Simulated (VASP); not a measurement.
# MgO (F-43m) in VASP: single point with PBE

Aim: the single point of MgO with PBE.

All numbers are computed with VASP 6.6.1; they aren't measurements. Logs are shortened: lines on timing, memory, paths and dates and some standing lists are left out, and cuts for length are marked.

### Step 1. The cell of the first run

It takes space group F-43m (No. 216, cubic). Conventional cell: a = 4.581 Å, b = 4.581 Å, c = 4.581 Å, α = 90.00°, β = 90.00°, γ = 90.00°. Within 2.6 Å of Mg (site symmetry -43m) lie 4 O at 1.98 Å. Within 2.6 Å of O (site symmetry -43m) lie 4 Mg at 1.98 Å.

### Step 2. Single point, PBE (strain +0.4%)

File INCAR:

```
PREC = Accurate ; ENCUT = 600
EDIFF = 1E-6 ; ISMEAR = -1
SIGMA = 0.02 ; LREAL = False
LASPH = True ; NELM = 120
ALGO = Normal ; ISIF = 2
LWAVE = False ; LCHARG = False
GGA = PE ; NBANDS = 11
GGA_COMPAT = False
```

File KPOINTS:

```
Automatic mesh
0
Gamma
  10 10 10
```

File POSCAR:

```
MgO
1.0
    0.0000000000      2.2906772839      2.2906772839
    2.2906772839      0.0000000000      2.2906772839
    2.2906772839      2.2906772839      0.0000000000
Mg O
1 1
Direct
    0.0000000000      0.0000000000      0.0000000000
    0.2500000000      0.2500000000      0.2500000000
```

Potentials or basis: VASP PAW PBE potentials, release 64 (Mg, O).

Command:

```bash
$ cat potpaw_PBE.64/Mg/POTCAR potpaw_PBE.64/O/POTCAR > POTCAR
$ mpirun -np 1 vasp_std > vasp.out
```

OUTCAR:

```text
PREC = Accurate
   ENCUT = 600
   EDIFF = 1E-6
   ISMEAR = -1
   LREAL = False
   LASPH = True
   NELM = 120
   ISIF = 2
   GGA = PE

 ion  position               nearest neighbor table
   1  0.000  0.000  0.000-   2 1.98   2 1.98   2 1.98   2 1.98
   2  0.250  0.250  0.250-   1 1.98   1 1.98   1 1.98   1 1.98

  LATTYP: Found a face centered cubic cell.
 ALAT       =     4.5813545678

  Lattice vectors:

 A1 = (   0.0000000000,   2.2906772839,   2.2906772839)
 A2 = (   2.2906772839,   0.0000000000,   2.2906772839)
 A3 = (   2.2906772839,   2.2906772839,   0.0000000000)

Analysis of symmetry for initial positions (statically):
=====================================================================
 Subroutine PRICEL returns:
 Original cell was already a primitive cell.

 Routine SETGRP: Setting up the symmetry group for a
 face centered cubic supercell.

 Subroutine GETGRP returns: Found 24 space group operations
 (whereof 24 operations were pure point group operations)
 out of a pool of 48 trial point group operations.

The static configuration has the point symmetry T_d .

Analysis of symmetry for dynamics (positions and initial velocities):
=====================================================================
 Subroutine PRICEL returns:
 Original cell was already a primitive cell.

 Routine SETGRP: Setting up the symmetry group for a
 face centered cubic supercell.

 Subroutine GETGRP returns: Found 24 space group operations
 (whereof 24 operations were pure point group operations)
 out of a pool of 48 trial point group operations.

The dynamic configuration has the point symmetry T_d .

 Subroutine INISYM returns: Found 24 space group operations
 (whereof 24 operations are pure point group operations),
 and found     1 'primitive' translations

----------------------------------------------------------------------------------------

                                     Primitive cell

  volume of cell :      24.0393

  direct lattice vectors                    reciprocal lattice vectors
     0.000000000  2.290677284  2.290677284    -0.218276055  0.218276055  0.218276055
     2.290677284  0.000000000  2.290677284     0.218276055 -0.218276055  0.218276055
     2.290677284  2.290677284  0.000000000     0.218276055  0.218276055 -0.218276055

  length of vectors
     3.239506882  3.239506882  3.239506882     0.378065217  0.378065217  0.378065217

  position of ions in fractional coordinates (direct lattice)
     0.000000000  0.000000000  0.000000000
     0.250000000  0.250000000  0.250000000

  ion indices of the primitive-cell ions
   primitive index   ion index
                 1           1
                 2           2

----------------------------------------------------------------------------------------

 KPOINTS: Automatic mesh

Automatic generation of k-mesh.
 Grid dimensions read from file:
 generate k-points for:   10   10   10

 Generating k-lattice:

  Cartesian coordinates                     Fractional coordinates (reciprocal lattice)
    -0.021827605  0.021827605  0.021827605     0.100000000  0.000000000  0.000000000
     0.021827605 -0.021827605  0.021827605     0.000000000  0.100000000  0.000000000
     0.021827605  0.021827605 -0.021827605     0.000000000  0.000000000  0.100000000

  Length of vectors
     0.037806522  0.037806522  0.037806522

  Shift w.r.t. Gamma in fractional coordinates (k-lattice)
     0.000000000  0.000000000  0.000000000

 Subroutine IBZKPT returns following result:
 ===========================================

 Found     47 irreducible k-points:

 Following reciprocal coordinates:
            Coordinates               Weight
  0.000000  0.000000  0.000000      1.000000
  0.100000  0.000000  0.000000      8.000000
  0.200000  0.000000  0.000000      8.000000
  0.300000  0.000000  0.000000      8.000000
  0.400000  0.000000  0.000000      8.000000
  0.500000  0.000000  0.000000      4.000000
[... 16 lines left out ...]
  0.300000  0.300000  0.000000      6.000000
  0.400000  0.300000  0.000000     24.000000
 [... further k-points ...]
   k-points           NKPTS =     47   k-points in BZ     NKDIM =     47   number of bands    NBANDS=     11
   number of dos      NEDOS =    301   number of ions     NIONS =      2
   total plane-waves  NPLWV =  21952
   dimension x,y,z NGX =    28 NGY =   28 NGZ =   28
   dimension x,y,z NGXF=    56 NGYF=   56 NGZF=   56
   ions per type =               1   1
   NGX,Y,Z   is equivalent  to a cutoff of  14.37, 14.37, 14.37 a.u.
   NGXF,Y,Z  is equivalent  to a cutoff of  28.74, 28.74, 28.74 a.u.
 SYSTEM =  unknown system
   PREC   = accura    normal or accurate (medium, high low for compatibility)
   ISTART =      0    job   : 0-new  1-cont  2-samecut
   ICHARG =      2    charge: 1-file 2-atom 10-const
   ISPIN  =      1    spin polarized calculation?
   LNONCOLLINEAR =      F non collinear calculations
   LSORBIT =      F    spin-orbit coupling
   LASPH  =      T    aspherical Exc in radial PAW
   ENCUT  =  600.0 eV  44.10 Ry    6.64 a.u.   6.47  6.47  6.47*2*pi/ulx,y,z
   NELM   =    120;   NELMIN=  2; NELMDL= -5     # of ELM steps
   EDIFF  = 0.1E-05   stopping-criterion for ELM
   LREAL  =      F    real-space projection
   EDIFFG = 0.1E-04   stopping-criterion for IOM
   NSW    =      0    number of steps for IOM
   IBRION =     -1    ionic relax: 0-MD 1-quasi-New 2-CG
   NFREE  =      0    steps in history (QN), initial steepest desc. (CG)
   ISIF   =      2    stress and relaxation
   ISYM   =      2    0-nonsym 1-usesym 2-fastsym
   POTIM  = 0.5000    time-step for ionic-motion
   TEBEG  =    0.0;   TEEND  =   0.0 temperature during run
   PSTRESS=    0.0 pullay stress
   NELECT =       8.0000    total number of electrons
   NUPDOWN=      -1.0000    fix difference up-down
   EMIN   =  10.00;   EMAX   =-10.00  energy-range for DOS
   EFERMI =   0.00;   METHOD = LEGACY
   ISMEAR =    -1;   SIGMA  =   0.02  broadening in eV -4-tet -1-fermi 0-gaus
   EFERMI_NEDOS =   21; number of points for ismear=-14 and -15
   IALGO  =     38    algorithm
   IMIX   =      4    mixing-type and parameters
     AMIX     =   0.40;   BMIX     =  1.00
     AMIX_MAG =   1.60;   BMIX_MAG =  1.00
  volume/ion in A,a.u.               =      12.02        81.11
  Fermi-wavevector in a.u.,A,eV,Ry     =   1.134482  2.143860 17.511368  1.287049
  Thomas-Fermi vector in A             =   2.271186
   LORBIT       =      0    0 simple, 1 ext, 2 COOP (PROOUT), +10 PAW based schemes
   GGA     = PE    functional components
   LHFCALC =     F    Hartree Fock is set to
   AEXX    =    0.0000 exact exchange contribution
   IVDW    =     0    specifies the selected vdW correction
   LEPSILON=     F    determine dielectric tensor
   LRPA    =     F    only Hartree local field effects (RPA)
 non-spin polarized calculation
  energy-cutoff  :      600.00
  volume of cell :       24.04
 maximum number of plane-waves:       821
 NGX is ok and might be reduce to    28
   NGX = 13   NGY = 13   NGZ = 13

 number of electron       8.0000002 magnetization

 Free energy of the ion-electron system (eV)
  ---------------------------------------------------
  ext. energy  EPLUGINS =         0.00000000
  ---------------------------------------------------
  free energy    TOTEN  =       -11.70121173 eV

  energy without entropy =      -11.70121173  energy(sigma->0) =      -11.70121173

 E-fermi :   1.2328     XC(G=0):  -9.6714

 val. band max:        0.7272890145   @ k =   0.0000   0.0000   0.0000
 cond. band min:       4.3060320736   @ k =   0.0000   0.0000   0.0000
 fundamental gap:      3.5787430592
 Fermi energy:         1.2327794738

 k-point     1 :       0.0000    0.0000    0.0000
  band No.  band energies     occupation
      1     -15.1399      2.00000
      2       0.7273      2.00000
      3       0.7273      2.00000
      4       0.7273      2.00000
      5       4.3060      0.00000
      6      17.4193      0.00000
      7      17.4193      0.00000
      8      17.4193      0.00000
      9      20.9421      0.00000
     10      20.9423      0.00000
     11      21.0093      0.00000

 k-point     2 :       0.1000    0.0000    0.0000
  band No.  band energies     occupation
      1     -15.0820      2.00000
      2       0.2560      2.00000
      3       0.7092      2.00000
      4       0.7092      2.00000
      5       4.8617      0.00000
      6      16.5252      0.00000
      7      17.4072      0.00000
      8      17.4072      0.00000
      9      19.5480      0.00000
     10      19.5480      0.00000
     11      20.4790      0.00000

 k-point     3 :       0.2000    0.0000    0.0000
  band No.  band energies     occupation
      1     -14.9262      2.00000
      2      -0.6498      2.00000
      3       0.6624      2.00000
      4       0.6624      2.00000
      5       6.0167      0.00000
      6      14.7529      0.00000
      7      16.8743      0.00000
      8      16.8743      0.00000
      9      19.4257      0.00000
     10      19.4257      0.00000
     11      19.9769      0.00000

 k-point     4 :       0.3000    0.0000    0.0000
  band No.  band energies     occupation
      1     -14.7250      2.00000
      2      -1.4954      2.00000
      3       0.6060      2.00000
      4       0.6060      2.00000
      5       7.2851      0.00000
      6      12.9553      0.00000
      7      16.0424      0.00000
      8      16.0424      0.00000
      9      19.8619      0.00000
     10      20.3808      0.00000
     11      20.3808      0.00000
[... 239 lines left out ...]
 k-point    22 :      -0.2000    0.2000    0.0000
  band No.  band energies     occupation
      1     -14.6590      2.00000
      2      -1.3507      2.00000
      3       0.0395      2.00000
      4       0.6391      2.00000
      5       7.7036      0.00000
      6      13.0986      0.00000
      7      14.3456      0.00000
      8      16.2314      0.00000
      9      19.1700      0.00000
     10      21.3117      0.00000
     11      23.2603      0.00000

 k-point    23 :       0.3000    0.3000    0.0000
  band No.  band energies     occupation
      1     -14.5963      2.00000
      2      -1.2901      2.00000
      3       0.2333      2.00000
      4       0.2333      2.00000
      5       7.2750      0.00000
      6      12.7549      0.00000
      7      14.8355      0.00000
      8      17.0624      0.00000
      9      17.0624      0.00000
     10      23.4604      0.00000
     11      23.7490      0.00000

 k-point    24 :       0.4000    0.3000    0.0000
  band No.  band energies     occupation
      1     -14.4657      2.00000
      2      -1.5227      2.00000
      3       0.0390      2.00000
      4       0.1620      2.00000
      5       7.5387      0.00000
      6      12.3316      0.00000
      7      14.4486      0.00000
      8      16.9527      0.00000
      9      17.3528      0.00000
     10      23.7250      0.00000
     11      24.1617      0.00000

 [... further k-points ...]
[... 5 lines left out ...]
  --------------------------------------------------------------------------------------
  -------------------------------------------------------------------------------------
  Total        0.2753850      0.2753850      0.2753850      0.0000000      0.0000000      0.0000000
  in kB       18.3539324     18.3539324     18.3539324      0.0000000      0.0000000      0.0000000
  external PRESSURE =      18.3539324 kB  Pullay stress =       0.0000000 kB

 VOLUME and BASIS-vectors are now :
 -----------------------------------------------------------------------------
  energy-cutoff  :      600.00
  volume of cell :       24.04
      direct lattice vectors                 reciprocal lattice vectors
     0.000000000  2.290677284  2.290677284    -0.218276055  0.218276055  0.218276055
     2.290677284  0.000000000  2.290677284     0.218276055 -0.218276055  0.218276055
     2.290677284  2.290677284  0.000000000     0.218276055  0.218276055 -0.218276055

 POSITION                                       TOTAL-FORCE (eV/Angst)
 -----------------------------------------------------------------------------------
      0.00000      0.00000      0.00000        -0.000000     -0.000000     -0.000000
      1.14534      1.14534      1.14534         0.000000      0.000000      0.000000
 -----------------------------------------------------------------------------------
    total drift:                               -0.000000     -0.000000     -0.000000

  FREE ENERGIE OF THE ION-ELECTRON SYSTEM (eV)
  ---------------------------------------------------
  free  energy   TOTEN  =       -11.7012117270 eV

  energy  without entropy=      -11.7012117270  energy(sigma->0) =      -11.70121173
```

Wall time 8 s (1 thread of Intel Xeon 6975P-C (Granite Rapids), shared host); peak memory 0.16 GiB.

Results:

```
Free energy            : -11.7012 eV
Pressure               : 1.8 GPa
Band gap on the k mesh : 3.58 eV, direct
```

Caveat: the cell differs from its parent crystal (strain +0.4%).
